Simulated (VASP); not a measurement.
# Sc (Pm-3m) in VASP: single point with PBE

Aim: the single point of Sc with PBE.

Program: VASP 6.6.1. These are calculated values, not measurements. Logs are shortened: lines on timing, memory, paths and dates and some standing lists are left out, and cuts for length are marked.

**1. The cell of the first run**

The structure is cubic, space group Pm-3m (No. 221). The conventional cell has a = 2.975 Å, b = 2.975 Å, c = 2.975 Å, α = 90.00°, β = 90.00°, γ = 90.00°. Sc (site symmetry m-3m) has 6 Sc at 2.97 Å within 3.9 Å.

**2. Single point, PBE**

The input, INCAR:

```
SYSTEM = Sc
ALGO = Normal
EDIFF = 1E-7
ENCUT = 520
GGA = PE
ISIF = 2
ISMEAR = -1
LASPH = .TRUE.
LCHARG = .FALSE.
LREAL = .FALSE.
LWAVE = .FALSE.
NBANDS = 12
NELM = 80
PREC = Accurate
SIGMA = 0.13605693000000002
```

The input, KPOINTS:

```
k-points
0
G
  11 11 11
  0 0 0
```

The input, POSCAR:

```
Sc
1.0
    2.9746380465      0.0000000000      0.0000000000
    0.0000000000      2.9746380465      0.0000000000
    0.0000000000      0.0000000000      2.9746380465
Sc
1
Direct
    0.0000000000      0.0000000000      0.0000000000
```

Potentials or basis: VASP PAW PBE potentials, release 64 (Sc_sv).

The run is started by

```
cat potpaw_PBE.64/Sc_sv/POTCAR > POTCAR
mpirun -np 1 vasp_std > vasp.out
```

OUTCAR:

```text
SYSTEM = Sc
   EDIFF = 1E-7
   ENCUT = 520
   GGA = PE
   ISIF = 2
   ISMEAR = -1
   LASPH = .TRUE.
   LREAL = .FALSE.
   NELM = 80
   PREC = Accurate

 ion  position               nearest neighbor table
   1  0.000  0.000  0.000-

  LATTYP: Found a simple cubic cell.
 ALAT       =     2.9746380465

  Lattice vectors:

 A1 = (   2.9746380465,   0.0000000000,   0.0000000000)
 A2 = (   0.0000000000,   2.9746380465,   0.0000000000)
 A3 = (   0.0000000000,   0.0000000000,   2.9746380465)

Analysis of symmetry for initial positions (statically):
=====================================================================
 Subroutine PRICEL returns:
 Original cell was already a primitive cell.

 Routine SETGRP: Setting up the symmetry group for a
 simple cubic supercell.

 Subroutine GETGRP returns: Found 48 space group operations
 (whereof 48 operations were pure point group operations)
 out of a pool of 48 trial point group operations.

The static configuration has the point symmetry O_h .

Analysis of symmetry for dynamics (positions and initial velocities):
=====================================================================
 Subroutine PRICEL returns:
 Original cell was already a primitive cell.

 Routine SETGRP: Setting up the symmetry group for a
 simple cubic supercell.

 Subroutine GETGRP returns: Found 48 space group operations
 (whereof 48 operations were pure point group operations)
 out of a pool of 48 trial point group operations.

The dynamic configuration has the point symmetry O_h .

 Subroutine INISYM returns: Found 48 space group operations
 (whereof 48 operations are pure point group operations),
 and found     1 'primitive' translations

----------------------------------------------------------------------------------------

                                     Primitive cell

  volume of cell :      26.3210

  direct lattice vectors                    reciprocal lattice vectors
     2.974638046  0.000000000  0.000000000     0.336175355  0.000000000  0.000000000
     0.000000000  2.974638046  0.000000000     0.000000000  0.336175355  0.000000000
     0.000000000  0.000000000  2.974638046     0.000000000  0.000000000  0.336175355

  length of vectors
     2.974638046  2.974638046  2.974638046     0.336175355  0.336175355  0.336175355

  position of ions in fractional coordinates (direct lattice)
     0.000000000  0.000000000  0.000000000

  ion indices of the primitive-cell ions
   primitive index   ion index
                 1           1
[... 73 lines left out ...]
   LREAL  =      F    real-space projection
   EDIFFG = 0.1E-05   stopping-criterion for IOM
   NSW    =      0    number of steps for IOM
   IBRION =     -1    ionic relax: 0-MD 1-quasi-New 2-CG
   NFREE  =      0    steps in history (QN), initial steepest desc. (CG)
   ISIF   =      2    stress and relaxation
   ISYM   =      2    0-nonsym 1-usesym 2-fastsym
   POTIM  = 0.5000    time-step for ionic-motion
   TEBEG  =    0.0;   TEEND  =   0.0 temperature during run
   PSTRESS=    0.0 pullay stress
   NELECT =      11.0000    total number of electrons
   NUPDOWN=      -1.0000    fix difference up-down
   EMIN   =  10.00;   EMAX   =-10.00  energy-range for DOS
   EFERMI =   0.00;   METHOD = LEGACY
   ISMEAR =    -1;   SIGMA  =   0.14  broadening in eV -4-tet -1-fermi 0-gaus
   EFERMI_NEDOS =   21; number of points for ismear=-14 and -15
   IALGO  =     38    algorithm
   IMIX   =      4    mixing-type and parameters
     AMIX     =   0.40;   BMIX     =  1.00
     AMIX_MAG =   1.60;   BMIX_MAG =  1.00
  volume/ion in A,a.u.               =      26.32       177.62
  Fermi-wavevector in a.u.,A,eV,Ry     =   1.223972  2.312972 20.383000  1.498108
  Thomas-Fermi vector in A             =   2.359064
   LORBIT       =      0    0 simple, 1 ext, 2 COOP (PROOUT), +10 PAW based schemes
   GGA     = PE    functional components
   LHFCALC =     F    Hartree Fock is set to
   AEXX    =    0.0000 exact exchange contribution
   IVDW    =     0    specifies the selected vdW correction
   LEPSILON=     F    determine dielectric tensor
   LRPA    =     F    only Hartree local field effects (RPA)
 non-spin polarized calculation
  energy-cutoff  :      520.00
  volume of cell :       26.32
 maximum number of plane-waves:       739
 NGX is ok and might be reduce to    24
   NGX = 11   NGY = 11   NGZ = 11

 number of electron      10.9999999 magnetization

 Free energy of the ion-electron system (eV)
  ---------------------------------------------------
  ext. energy  EPLUGINS =         0.00000000
  ---------------------------------------------------
  free energy    TOTEN  =        -5.56669468 eV

  energy without entropy =       -5.41737683  energy(sigma->0) =       -5.49203575

 E-fermi :   3.4107     XC(G=0):  -9.5511

 val. band max:        3.3882316836   @ k =   0.4545   0.3636   0.3636
 cond. band min:       3.4291115226   @ k =   0.3636   0.0000   0.0000
 fundamental gap:      0.0408798390
 Fermi energy:         3.4106724145

 k-point     1 :       0.0000    0.0000    0.0000
  band No.  band energies     occupation
      1     -46.2684      2.00000
      2     -24.6492      2.00000
      3     -24.6492      2.00000
      4     -24.6492      2.00000
      5      -1.5709      2.00000
      6       2.9466      1.93607
      7       2.9466      1.93607
      8       7.1512      0.00000
      9       7.1512      0.00000
     10       7.1512      0.00000
     11      15.5300      0.00000
     12      15.5300      0.00000
[... 331 lines left out ...]
 k-point    24 :       0.2727    0.0909    0.0909
  band No.  band energies     occupation
      1     -46.2244      2.00000
      2     -24.9313      2.00000
      3     -24.6623      2.00000
      4     -24.6583      2.00000
      5       0.0968      2.00000
      6       3.4526      0.84701
      7       3.6550      0.28481
      8       6.0207      0.00000
      9       6.1084      0.00000
     10       6.9584      0.00000
     11      11.1953      0.00000
     12      16.1457      0.00000

 [... further k-points ...]
[... 5 lines left out ...]
  --------------------------------------------------------------------------------------
  -------------------------------------------------------------------------------------
  Total        0.0081606      0.0081606      0.0081606      0.0000000      0.0000000     -0.0000000
  in kB        0.4967414      0.4967414      0.4967414      0.0000000      0.0000000     -0.0000000
  external PRESSURE =       0.4967414 kB  Pullay stress =       0.0000000 kB

 VOLUME and BASIS-vectors are now :
 -----------------------------------------------------------------------------
  energy-cutoff  :      520.00
  volume of cell :       26.32
      direct lattice vectors                 reciprocal lattice vectors
     2.974638046  0.000000000  0.000000000     0.336175355  0.000000000  0.000000000
     0.000000000  2.974638046  0.000000000     0.000000000  0.336175355  0.000000000
     0.000000000  0.000000000  2.974638046     0.000000000  0.000000000  0.336175355

 POSITION                                       TOTAL-FORCE (eV/Angst)
 -----------------------------------------------------------------------------------
      0.00000      0.00000      0.00000         0.000000      0.000000      0.000000
 -----------------------------------------------------------------------------------
    total drift:                                0.000000      0.000000      0.000000

  FREE ENERGIE OF THE ION-ELECTRON SYSTEM (eV)
  ---------------------------------------------------
  free  energy   TOTEN  =        -5.5666946769 eV

  energy  without entropy=       -5.4173768286  energy(sigma->0) =       -5.49203575
```

Run time: 6 s. Hardware: 1 thread of Intel Xeon 6975P-C (Granite Rapids), shared host; peak memory 0.14 GiB.

Results:

```yaml
Free_energy: -5.5667 eV
Pressure: 0.0 GPa
```

Levels at points of the mesh, in eV from the Fermi level:
```tsv
k point	band 3	band 4	band 5	band 6	band 7	band 8
(0.00, 0.00, 0.00)	-28.06	-28.06	-4.98	-0.46	-0.46	3.74
```
